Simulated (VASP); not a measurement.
# RbBr (Pm-3m) in VASP: vibrations by perturbation theory with PBEsol

Aim: the vibrations by perturbation theory of RbBr with PBEsol.

All numbers are computed with VASP 6.6.1; they aren't measurements. Logs are shortened: lines on timing, memory, paths and dates and some standing lists are left out, and cuts for length are marked.

**1. The cell of the first run**

Symmetry: Pm-3m, No. 221, cubic system. Conventional cell: a = 4.072 Å, b = 4.072 Å, c = 4.072 Å, α = 90.00°, β = 90.00°, γ = 90.00°. Rb (site symmetry m-3m) has 8 Br at 3.53 Å and 6 Rb at 4.07 Å within 4.6 Å. Within 4.6 Å of Br (site symmetry m-3m) lie 8 Rb at 3.53 Å and 6 Br at 4.07 Å.

**2. Vibrations by perturbation theory, PBEsol**

Input file INCAR:

```
SYSTEM = RbBr
PREC = Accurate
ENCUT = 520
EDIFF = 1E-8
ISMEAR = 0
SIGMA = 0.01
LREAL = .FALSE.
LASPH = .TRUE.
NELM = 100
ALGO = Normal
ISIF = 2
LWAVE = .FALSE.
LCHARG = .TRUE.
GGA = PS
IBRION = 8
NSW = 1
LEPSILON = .TRUE.
```

Input file KPOINTS:

```
Automatic mesh
0
G
  6 6 6
  0 0 0
```

Input file POSCAR:

```
RbBr
1.0
    4.0722835113      0.0000000000      0.0000000000
    0.0000000000      4.0722835113      0.0000000000
    0.0000000000      0.0000000000      4.0722835113
Rb Br
1 1
Direct
    0.0000000000      0.0000000000      0.0000000000
    0.5000000000      0.5000000000      0.5000000000
```

Potentials or basis: VASP PAW PBE potentials, release 64 (Rb_sv, Br).

On the command line:

```sh
$ cat potpaw_PBE.64/Rb_sv/POTCAR potpaw_PBE.64/Br/POTCAR > POTCAR
$ mpirun -np 1 vasp_std > vasp.out
```

OUTCAR:

```text
SYSTEM = RbBr
   PREC = Accurate
   ENCUT = 520
   EDIFF = 1E-8
   ISMEAR = 0
   LREAL = .FALSE.
   LASPH = .TRUE.
   NELM = 100
   ISIF = 2
   GGA = PS
   IBRION = 8
   NSW = 1
   LEPSILON = .TRUE.

 ion  position               nearest neighbor table
   1  0.000  0.000  0.000-   2 3.53   2 3.53   2 3.53   2 3.53   2 3.53   2 3.53   2 3.53   2 3.53

   2  0.500  0.500  0.500-   1 3.53   1 3.53   1 3.53   1 3.53   1 3.53   1 3.53   1 3.53   1 3.53

  LATTYP: Found a simple cubic cell.
 ALAT       =     4.0722835113

  Lattice vectors:

 A1 = (   4.0722835113,   0.0000000000,   0.0000000000)
 A2 = (   0.0000000000,   4.0722835113,   0.0000000000)
 A3 = (   0.0000000000,   0.0000000000,   4.0722835113)

Analysis of symmetry for initial positions (statically):
=====================================================================
 Subroutine PRICEL returns:
 Original cell was already a primitive cell.

 Routine SETGRP: Setting up the symmetry group for a
 simple cubic supercell.

 Subroutine GETGRP returns: Found 48 space group operations
 (whereof 48 operations were pure point group operations)
 out of a pool of 48 trial point group operations.

The static configuration has the point symmetry O_h .

Analysis of symmetry for dynamics (positions and initial velocities):
=====================================================================
 Subroutine PRICEL returns:
 Original cell was already a primitive cell.

 Routine SETGRP: Setting up the symmetry group for a
 simple cubic supercell.

 Subroutine GETGRP returns: Found 48 space group operations
 (whereof 48 operations were pure point group operations)
 out of a pool of 48 trial point group operations.

The dynamic configuration has the point symmetry O_h .

 Subroutine INISYM returns: Found 48 space group operations
 (whereof 48 operations are pure point group operations),
 and found     1 'primitive' translations

----------------------------------------------------------------------------------------

                                     Primitive cell

  volume of cell :      67.5327

  direct lattice vectors                    reciprocal lattice vectors
     4.072283511  0.000000000  0.000000000     0.245562471  0.000000000  0.000000000
     0.000000000  4.072283511  0.000000000     0.000000000  0.245562471  0.000000000
     0.000000000  0.000000000  4.072283511     0.000000000  0.000000000  0.245562471

  length of vectors
     4.072283511  4.072283511  4.072283511     0.245562471  0.245562471  0.245562471

  position of ions in fractional coordinates (direct lattice)
     0.000000000  0.000000000  0.000000000
     0.500000000  0.500000000  0.500000000

  ion indices of the primitive-cell ions
   primitive index   ion index
                 1           1
                 2           2

----------------------------------------------------------------------------------------

 KPOINTS: Automatic mesh

Automatic generation of k-mesh.
 Grid dimensions read from file:
 generate k-points for:    6    6    6

 Generating k-lattice:

  Cartesian coordinates                     Fractional coordinates (reciprocal lattice)
     0.040927078  0.000000000  0.000000000     0.166666667  0.000000000  0.000000000
     0.000000000  0.040927078  0.000000000     0.000000000  0.166666667  0.000000000
     0.000000000  0.000000000  0.040927078     0.000000000  0.000000000  0.166666667

  Length of vectors
     0.040927078  0.040927078  0.040927078

  Shift w.r.t. Gamma in fractional coordinates (k-lattice)
     0.000000000  0.000000000  0.000000000

 Subroutine IBZKPT returns following result:
 ===========================================

 Found     20 irreducible k-points:
[... 400 lines left out ...]
  energy-cutoff  :      520.00
  volume of cell :       67.53
      direct lattice vectors                 reciprocal lattice vectors
     4.072283511  0.000000000  0.000000000     0.245562471  0.000000000  0.000000000
     0.000000000  4.072283511  0.000000000     0.000000000  0.245562471  0.000000000
     0.000000000  0.000000000  4.072283511     0.000000000  0.000000000  0.245562471

 POSITION                                       TOTAL-FORCE (eV/Angst)
 -----------------------------------------------------------------------------------
      0.00000      0.00000      0.00000         0.000000      0.000000      0.000000
      2.03614      2.03614      2.03614         0.000000      0.000000      0.000000
 -----------------------------------------------------------------------------------
    total drift:                                0.000000      0.000000     -0.000000

  FREE ENERGIE OF THE ION-ELECTRON SYSTEM (eV)
  ---------------------------------------------------
  free  energy   TOTEN  =        -6.3009964379 eV

  energy  without entropy=       -6.3009964379  energy(sigma->0) =       -6.30099644

 HEAD OF MICROSCOPIC STATIC DIELECTRIC TENSOR (INDEPENDENT PARTICLE, excluding Hartree and local field effects)
 ------------------------------------------------------
           3.311968     0.000000    -0.000000
          -0.000000     3.311968    -0.000000
          -0.000000    -0.000000     3.311968
 ------------------------------------------------------

 Free energy of the ion-electron system (eV)
  ---------------------------------------------------
  ---------------------------------------------------
  free energy    TOTEN  =        -0.42326166 eV

  energy without entropy =       -0.42326166

------------------------ aborting loop because EDIFF is reached ----------------------------------------

--------------------------------------- Ionic step        2  -------------------------------------------

------------------------ aborting loop because EDIFF is reached ----------------------------------------

--------------------------------------- Ionic step        3  -------------------------------------------

------------------------ aborting loop because EDIFF is reached ----------------------------------------

 PIEZOELECTRIC TENSOR FIELD DIRECTION 3  (e Angst)
 -----------------------------------------------------------------------------
    -0.00008  0.00000 -0.00000           (  0.00001  0.00000  0.00000)
     0.00000 -0.00008  0.00000           (  0.00000  0.00001  0.00000)
    -0.00000  0.00000 -0.00182           (  0.00000  0.00000  0.00002)

 PIEZOELECTRIC TENSOR FIELD DIRECTION 3  (C/m^2)
 -----------------------------------------------------------------------------
    -0.00002  0.00000 -0.00000
     0.00000 -0.00002  0.00000
    -0.00000  0.00000 -0.00043

--------------------------------------- Ionic step        4  -------------------------------------------

------------------------ aborting loop because EDIFF is reached ----------------------------------------

[... ionic steps 5 to 6 ...]

--------------------------------------- Ionic step        7  -------------------------------------------

 Free energy of the ion-electron system (eV)
  ---------------------------------------------------
  ---------------------------------------------------
  free energy    TOTEN  =        -0.14424830 eV

  energy without entropy =       -0.14424830

------------------------ aborting loop because EDIFF is reached ----------------------------------------

 INTERNAL STRAIN TENSOR  FOR ION    2  DIRECTION 1   (eV/Angst):
 -----------------------------------------------------------------------------
     0.00891  0.00000  0.00000
    -0.00000  0.00370  0.00000
     0.00000  0.00000  0.00370

 MACROSCOPIC STATIC DIELECTRIC TENSOR (including local field effects in DFT)
 ------------------------------------------------------
           3.007614     0.000000     0.000000
          -0.000000     3.007614    -0.000000
           0.000000    -0.000000     3.007614
 ------------------------------------------------------

 PIEZOELECTRIC TENSOR (including local field effects)  for field in x, y, z        (e  Angst)
          XX          YY          ZZ          XY          YZ          ZX
  --------------------------------------------------------------------------------
  x     0.00000     0.00000     0.00000     0.00000     0.00000     0.00000
  y     0.00000     0.00000     0.00000     0.00000     0.00000     0.00000
  z     0.00000     0.00000     0.00000     0.00000     0.00000     0.00000

 PIEZOELECTRIC TENSOR (including local field effects)  for field in x, y, z        (C/m^2)
          XX          YY          ZZ          XY          YZ          ZX
  --------------------------------------------------------------------------------
  x     0.00000     0.00000     0.00000     0.00000     0.00000     0.00000
  y     0.00000     0.00000     0.00000     0.00000     0.00000     0.00000
  z     0.00000     0.00000     0.00000     0.00000     0.00000     0.00000

 BORN EFFECTIVE CHARGES (including local field effects) (in |e|, cummulative output)
 ---------------------------------------------------------------------------------
 ion    1
    1     1.23870    -0.00000     0.00000
    2    -0.00000     1.23870     0.00000
    3    -0.00000    -0.00000     1.23870
 ion    2
    1    -1.23870     0.00000    -0.00000
    2     0.00000    -1.23870    -0.00000
    3     0.00000     0.00000    -1.23870

 INTERNAL STRAIN TENSOR FOR ION    2 for displacements in x,y,z  (eV/Angst):
          X           Y           Z          XY          YZ          ZX
  --------------------------------------------------------------------------------
  x     0.00000     0.00000     0.00000     0.00000     0.00000     0.00000
  y     0.00000     0.00000     0.00000     0.00000     0.00000     0.00000
  z     0.00000     0.00000     0.00000     0.00000     0.00000     0.00000

 SECOND DERIVATIVES (NOT SYMMETRIZED)
 ------------------------------------
               1X          1Y          1Z          2X          2Y          2Z
  1X    -0.864481    0.000000   -0.000000    0.864481   -0.000000    0.000000
  1Y     0.000000   -0.864481   -0.000000   -0.000000    0.864481    0.000000
  1Z     0.000000    0.000000   -0.864481   -0.000000   -0.000000    0.864481
  2X     0.863543    0.000000    0.000000   -0.863543   -0.000000   -0.000000
  2Y     0.000000    0.863543    0.000000   -0.000000   -0.863543   -0.000000
  2Z     0.000000    0.000000    0.863543   -0.000000   -0.000000   -0.863543

 Eigenvectors and eigenvalues of the dynamical matrix
 ----------------------------------------------------

   1 f  =    2.261265 THz    14.207949 2PiTHz   75.427694 cm-1     9.351838 meV
             X         Y         Z           dx          dy          dz
      0.000000  0.000000  0.000000     0.133609    0.469948   -0.494718
      2.036142  2.036142  2.036142    -0.138107   -0.485771    0.511375
[... 21 lines left out ...]
   6 f/i=    0.000613 THz     0.003854 2PiTHz    0.020459 cm-1     0.002537 meV
             X         Y         Z           dx          dy          dz
      0.000000  0.000000  0.000000    -0.697979   -0.169215   -0.027269
      2.036142  2.036142  2.036142    -0.675243   -0.163703   -0.026381

--------------------------------------------------------------------------------------------------------

 MACROSCOPIC STATIC DIELECTRIC TENSOR IONIC CONTRIBUTION
 ------------------------------------------------------
           4.758422    -0.000000     0.000000
          -0.000000     4.758422    -0.000000
           0.000000    -0.000000     4.758422
 ------------------------------------------------------

 ELASTIC MODULI CONTR FROM IONIC RELAXATION (kBar)
 Direction    XX          YY          ZZ          XY          YZ          ZX
 --------------------------------------------------------------------------------
 XX           0.0000      0.0000      0.0000      0.0000      0.0000      0.0000
 YY           0.0000      0.0000      0.0000      0.0000      0.0000      0.0000
 ZZ           0.0000      0.0000      0.0000      0.0000      0.0000      0.0000
 XY           0.0000      0.0000      0.0000      0.0000      0.0000      0.0000
 YZ           0.0000      0.0000      0.0000      0.0000      0.0000      0.0000
 ZX           0.0000      0.0000      0.0000      0.0000      0.0000      0.0000
 --------------------------------------------------------------------------------

 PIEZOELECTRIC TENSOR IONIC CONTR  for field in x, y, z        (C/m^2)
          XX          YY          ZZ          XY          YZ          ZX
  --------------------------------------------------------------------------------
  x     0.00000     0.00000     0.00000     0.00000     0.00000     0.00000
  y     0.00000     0.00000     0.00000     0.00000     0.00000     0.00000
  z     0.00000     0.00000     0.00000     0.00000     0.00000     0.00000
```

Run time: 3.2 min. Hardware: 1 thread of AMD EPYC 9R45 (Zen 5), shared host; peak memory 0.21 GiB.

Results:

| Quantity | Value |
| --- | --- |
| Electronic dielectric tensor (diagonal) | 3.01 |
| Born charges (mean of the diagonal) | Rb +1.24; Br -1.24 e |
| Highest phonon frequency at Γ, LO-TO splitting left out | 75 cm⁻¹ |

Phonon frequencies in cm⁻¹ (negative: imaginary):
| q point | frequencies |
| --- | --- |
| (0.000, 0.000, 0.000) | 0 0 0 75 75 75 |

Electronic dielectric tensor:
```
3.01 0.00 0.00
0.00 3.01 0.00
0.00 0.00 3.01
```

Born effective charge tensors (e):
atom 1, Rb
```
1.24 0.00 0.00
0.00 1.24 0.00
0.00 0.00 1.24
```
atom 2, Br
```
-1.24  0.00  0.00
 0.00 -1.24  0.00
 0.00  0.00 -1.24
```
